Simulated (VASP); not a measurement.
**HfN: single point with PBE-based screened hybrid**

HfN:

```
CELL_PARAMETERS angstrom
0.00000 2.45482 2.45482
2.45482 0.00000 2.45482
2.45482 2.45482 0.00000
ATOMIC_POSITIONS crystal
Hf 0.00000 0.00000 0.00000
N 0.25000 0.25000 0.25000
```

- Program: VASP 6.6.1
- Task: single point
- Functional: PBE-based screened hybrid
- Potentials or basis: VASP PAW PBE potentials, release 64 (Hf_pv, N)
- Cutoff: 520 eV
- k mesh: 5 × 5 × 5
- Occupations: fermi-dirac, width 0.05 eV
- Spin: no spin polarisation

The pressure is -3.4 GPa.

Levels at points of the mesh, in eV from the Fermi level:
```tsv
k point	band 4	band 5	band 6	band 7	band 8	band 9	band 10	band 11
(0.00, 0.00, 0.00)	-18.14	-6.45	-6.45	-6.45	-0.77	2.57	2.57	7.04
```

Run time: 7.9 min on 1 thread of Intel(R) Xeon(R) Platinum 8488C (Sapphire Rapids) (shared host), peak memory 0.26 GiB.

Caveat: the k points lie up to 0.44 Å⁻¹ apart; the PAW data sets were made with another functional, which shifts forces and pressure a little; spin-orbit coupling is left out, which moves the levels of the heavy elements.
